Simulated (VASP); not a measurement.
# Mn (Fm-3m) in VASP: further runs

Runs on Mn. Level: revPBE. Tasks: single point.

All numbers are computed with VASP 6.6.1; they aren't measurements. Logs are shortened: lines on timing, memory, paths and dates and some standing lists are left out, and cuts for length are marked.

**1. The cell of the first run**

It takes space group Fm-3m (No. 225, cubic). Conventional cell: a = 3.473 Å, b = 3.473 Å, c = 3.473 Å, α = 90.00°, β = 90.00°, γ = 90.00°. Within 3.2 Å of Mn (site symmetry m-3m) lie 12 Mn at 2.46 Å.

**2. Single point, revPBE (volume scaled by 0.96)**

File INCAR:

```
SYSTEM = Mn
ALGO = Normal
EDIFF = 1E-7
ENCUT = 520
GGA = RE
ISIF = 2
ISMEAR = -1
LASPH = .True.
LCHARG = .False.
LREAL = .False.
LWAVE = .False.
NBANDS = 12
NELM = 80
PREC = Accurate
SIGMA = 0.1
```

File KPOINTS:

```
k-points
0
Gamma
  17 17 17
  0 0 0
```

File POSCAR:

```
Mn
1.0
    0.0000000000      1.7366765992      1.7366765992
    1.7366765992      0.0000000000      1.7366765992
    1.7366765992      1.7366765992      0.0000000000
Mn
1
Direct
    0.0000000000      0.0000000000      0.0000000000
```

Potentials or basis: VASP PAW PBE potentials, release 64 (Mn_pv).

Launch:

```console
> cat potpaw_PBE.64/Mn_pv/POTCAR > POTCAR
> mpirun -np 1 vasp_std > vasp.out
```

OUTCAR:

```text
SYSTEM = Mn
   EDIFF = 1E-7
   ENCUT = 520
   GGA = RE
   ISIF = 2
   ISMEAR = -1
   LASPH = .True.
   LREAL = .False.
   NELM = 80
   PREC = Accurate

 ion  position               nearest neighbor table
   1  0.000  0.000  0.000-

  LATTYP: Found a face centered cubic cell.
 ALAT       =     3.4733531984

  Lattice vectors:

 A1 = (   0.0000000000,   1.7366765992,   1.7366765992)
 A2 = (   1.7366765992,   0.0000000000,   1.7366765992)
 A3 = (   1.7366765992,   1.7366765992,   0.0000000000)

Analysis of symmetry for initial positions (statically):
=====================================================================
 Subroutine PRICEL returns:
 Original cell was already a primitive cell.

 Routine SETGRP: Setting up the symmetry group for a
 face centered cubic supercell.

 Subroutine GETGRP returns: Found 48 space group operations
 (whereof 48 operations were pure point group operations)
 out of a pool of 48 trial point group operations.

The static configuration has the point symmetry O_h .

Analysis of symmetry for dynamics (positions and initial velocities):
=====================================================================
 Subroutine PRICEL returns:
 Original cell was already a primitive cell.

 Routine SETGRP: Setting up the symmetry group for a
 face centered cubic supercell.

 Subroutine GETGRP returns: Found 48 space group operations
 (whereof 48 operations were pure point group operations)
 out of a pool of 48 trial point group operations.

The dynamic configuration has the point symmetry O_h .

 Subroutine INISYM returns: Found 48 space group operations
 (whereof 48 operations are pure point group operations),
 and found     1 'primitive' translations

----------------------------------------------------------------------------------------

                                     Primitive cell

  volume of cell :      10.4758

  direct lattice vectors                    reciprocal lattice vectors
     0.000000000  1.736676599  1.736676599    -0.287906223  0.287906223  0.287906223
     1.736676599  0.000000000  1.736676599     0.287906223 -0.287906223  0.287906223
     1.736676599  1.736676599  0.000000000     0.287906223  0.287906223 -0.287906223

  length of vectors
     2.456031600  2.456031600  2.456031600     0.498668206  0.498668206  0.498668206

  position of ions in fractional coordinates (direct lattice)
     0.000000000  0.000000000  0.000000000

  ion indices of the primitive-cell ions
   primitive index   ion index
                 1           1

----------------------------------------------------------------------------------------

 KPOINTS: k-points

Automatic generation of k-mesh.
 Grid dimensions read from file:
 generate k-points for:   17   17   17

 Generating k-lattice:

  Cartesian coordinates                     Fractional coordinates (reciprocal lattice)
    -0.016935660  0.016935660  0.016935660     0.058823529  0.000000000  0.000000000
     0.016935660 -0.016935660  0.016935660     0.000000000  0.058823529  0.000000000
     0.016935660  0.016935660 -0.016935660     0.000000000  0.000000000  0.058823529

  Length of vectors
     0.029333424  0.029333424  0.029333424

  Shift w.r.t. Gamma in fractional coordinates (k-lattice)
     0.000000000  0.000000000  0.000000000

 Subroutine IBZKPT returns following result:
 ===========================================

 Found    165 irreducible k-points:

 Following reciprocal coordinates:
            Coordinates               Weight
  0.000000  0.000000  0.000000      1.000000
  0.058824  0.000000  0.000000      8.000000
  0.117647  0.000000  0.000000      8.000000
  0.176471  0.000000  0.000000      8.000000
  0.235294  0.000000  0.000000      8.000000
  0.294118  0.000000  0.000000      8.000000
[... 16 lines left out ...]
 -0.176471  0.058824  0.000000     24.000000
 -0.117647  0.058824  0.000000     24.000000
 [... further k-points ...]
   k-points           NKPTS =    165   k-points in BZ     NKDIM =    165   number of bands    NBANDS=     12
   number of dos      NEDOS =    301   number of ions     NIONS =      1
   total plane-waves  NPLWV =   5832
   dimension x,y,z NGX =    18 NGY =   18 NGZ =   18
   dimension x,y,z NGXF=    36 NGYF=   36 NGZF=   36
   ions per type =               1
   NGX,Y,Z   is equivalent  to a cutoff of  12.18, 12.18, 12.18 a.u.
   NGXF,Y,Z  is equivalent  to a cutoff of  24.37, 24.37, 24.37 a.u.
 SYSTEM =  Mn
   PREC   = accura    normal or accurate (medium, high low for compatibility)
   ISTART =      0    job   : 0-new  1-cont  2-samecut
   ICHARG =      2    charge: 1-file 2-atom 10-const
   ISPIN  =      1    spin polarized calculation?
   LNONCOLLINEAR =      F non collinear calculations
   LSORBIT =      F    spin-orbit coupling
   LASPH  =      T    aspherical Exc in radial PAW
   ENCUT  =  520.0 eV  38.22 Ry    6.18 a.u.   4.57  4.57  4.57*2*pi/ulx,y,z
   NELM   =     80;   NELMIN=  2; NELMDL= -5     # of ELM steps
   EDIFF  = 0.1E-06   stopping-criterion for ELM
   LREAL  =      F    real-space projection
   EDIFFG = 0.1E-05   stopping-criterion for IOM
   NSW    =      0    number of steps for IOM
   IBRION =     -1    ionic relax: 0-MD 1-quasi-New 2-CG
   NFREE  =      0    steps in history (QN), initial steepest desc. (CG)
   ISIF   =      2    stress and relaxation
   ISYM   =      2    0-nonsym 1-usesym 2-fastsym
   POTIM  = 0.5000    time-step for ionic-motion
   TEBEG  =    0.0;   TEEND  =   0.0 temperature during run
   PSTRESS=    0.0 pullay stress
   NELECT =      13.0000    total number of electrons
   NUPDOWN=      -1.0000    fix difference up-down
   EMIN   =  10.00;   EMAX   =-10.00  energy-range for DOS
   EFERMI =   0.00;   METHOD = LEGACY
   ISMEAR =    -1;   SIGMA  =   0.10  broadening in eV -4-tet -1-fermi 0-gaus
   EFERMI_NEDOS =   21; number of points for ismear=-14 and -15
   IALGO  =     38    algorithm
   IMIX   =      4    mixing-type and parameters
     AMIX     =   0.40;   BMIX     =  1.00
     AMIX_MAG =   1.60;   BMIX_MAG =  1.00
  volume/ion in A,a.u.               =      10.48        70.69
  Fermi-wavevector in a.u.,A,eV,Ry     =   1.759248  3.324496 42.109386  3.094953
  Thomas-Fermi vector in A             =   2.828247
   LORBIT       =      0    0 simple, 1 ext, 2 COOP (PROOUT), +10 PAW based schemes
   GGA     = RE    functional components
   LHFCALC =     F    Hartree Fock is set to
   AEXX    =    0.0000 exact exchange contribution
   IVDW    =     0    specifies the selected vdW correction
   LEPSILON=     F    determine dielectric tensor
   LRPA    =     F    only Hartree local field effects (RPA)
 non-spin polarized calculation
  energy-cutoff  :      520.00
  volume of cell :       10.48
 maximum number of plane-waves:       296
   NGX =  9   NGY =  9   NGZ =  9

 number of electron      13.0000012 magnetization

 Free energy of the ion-electron system (eV)
  ---------------------------------------------------
  ext. energy  EPLUGINS =         0.00000000
  ---------------------------------------------------
  free energy    TOTEN  =        -8.49397734 eV

  energy without entropy =       -8.44571690  energy(sigma->0) =       -8.46984712

 E-fermi :  10.9488     XC(G=0): -14.0881

 val. band max:       10.9462240404   @ k =  -0.2941   0.2941   0.1176
 cond. band min:      10.9617197482   @ k =   0.4706   0.2353   0.0000
 fundamental gap:      0.0154957078
 Fermi energy:        10.9488004564

 k-point     1 :       0.0000    0.0000    0.0000
  band No.  band energies     occupation
      1     -36.7343      2.00000
      2     -36.7343      2.00000
      3     -36.7343      2.00000
      4       2.5251      2.00000
      5       9.7637      1.99999
      6       9.7637      1.99999
      7       9.7637      1.99999
      8      11.5201      0.00659
      9      11.5201      0.00659
     10      32.4994      0.00000
     11      38.5136      0.00000
     12      38.5136      0.00000

 k-point     2 :       0.0588    0.0000    0.0000
  band No.  band energies     occupation
      1     -36.7629      2.00000
      2     -36.7379      2.00000
      3     -36.7379      2.00000
      4       2.6752      2.00000
      5       9.6984      1.99999
      6       9.8114      1.99998
      7       9.8114      1.99998
      8      11.4946      0.00849
      9      11.4946      0.00849
     10      32.5134      0.00000
     11      37.1137      0.00000
     12      38.5373      0.00000

 k-point     3 :       0.1176    0.0000    0.0000
  band No.  band energies     occupation
      1     -36.8446      2.00000
      2     -36.7483      2.00000
      3     -36.7483      2.00000
      4       3.1124      2.00000
      5       9.5251      2.00000
      6       9.9326      1.99992
      7       9.9326      1.99992
      8      11.4420      0.01432
      9      11.4420      0.01432
     10      32.2511      0.00000
     11      34.9650      0.00000
     12      38.5945      0.00000
[... 286 lines left out ...]
 k-point    23 :      -0.1765    0.0588    0.0000
  band No.  band energies     occupation
      1     -37.0214      2.00000
      2     -36.7970      2.00000
      3     -36.7622      2.00000
      4       4.1807      2.00000
      5       9.1698      2.00000
      6      10.0858      1.99964
      7      10.1485      1.99933
      8      11.2241      0.11989
      9      11.7149      0.00094
     10      30.0376      0.00000
     11      33.2131      0.00000
     12      37.5381      0.00000

 k-point    24 :      -0.1176    0.0588    0.0000
  band No.  band energies     occupation
      1     -36.8940      2.00000
      2     -36.7749      2.00000
      3     -36.7476      2.00000
      4       3.4410      2.00000
      5       9.3804      2.00000
      6      10.0235      1.99981
      7      10.0283      1.99980
      8      11.2568      0.08786
      9      11.5791      0.00365
     10      31.9717      0.00000
     11      34.0041      0.00000
     12      37.5697      0.00000

 [... further k-points ...]

------------------------ aborting loop because EDIFF is reached ----------------------------------------

  FORCE on cell =-STRESS in cart. coord.  units (eV):
  Direction    XX          YY          ZZ          XY          YZ          ZX
  --------------------------------------------------------------------------------------
  -------------------------------------------------------------------------------------
  Total        0.7875596      0.7875596      0.7875596      0.0000000      0.0000000      0.0000000
  in kB      120.4501047    120.4501047    120.4501047      0.0000000      0.0000000      0.0000000
  external PRESSURE =     120.4501047 kB  Pullay stress =       0.0000000 kB

 VOLUME and BASIS-vectors are now :
 -----------------------------------------------------------------------------
  energy-cutoff  :      520.00
  volume of cell :       10.48
      direct lattice vectors                 reciprocal lattice vectors
     0.000000000  1.736676599  1.736676599    -0.287906223  0.287906223  0.287906223
     1.736676599  0.000000000  1.736676599     0.287906223 -0.287906223  0.287906223
     1.736676599  1.736676599  0.000000000     0.287906223  0.287906223 -0.287906223

 POSITION                                       TOTAL-FORCE (eV/Angst)
 -----------------------------------------------------------------------------------
      0.00000      0.00000      0.00000         0.000000      0.000000      0.000000
 -----------------------------------------------------------------------------------
    total drift:                                0.000000     -0.000000      0.000000

  FREE ENERGIE OF THE ION-ELECTRON SYSTEM (eV)
  ---------------------------------------------------
  free  energy   TOTEN  =        -8.4939773372 eV

  energy  without entropy=       -8.4457169031  energy(sigma->0) =       -8.46984712
```

Wall time 27 s (1 thread of Intel Xeon Platinum 8175M at 2.50GHz (Skylake/Cascade Lake), shared host); peak memory 0.13 GiB.

Results:

| Item | Value |
| --- | --- |
| Free energy | -8.4940 eV |
| Pressure | 12.0 GPa |

Caveat: the PAW data sets were made with another functional, which shifts forces and pressure a little; the run has no spin polarisation, though such a crystal can be magnetic. Spin polarisation is off, so any magnetic state and its effect on volume and gap are missing.

(Part 1 of 2 ends here.)
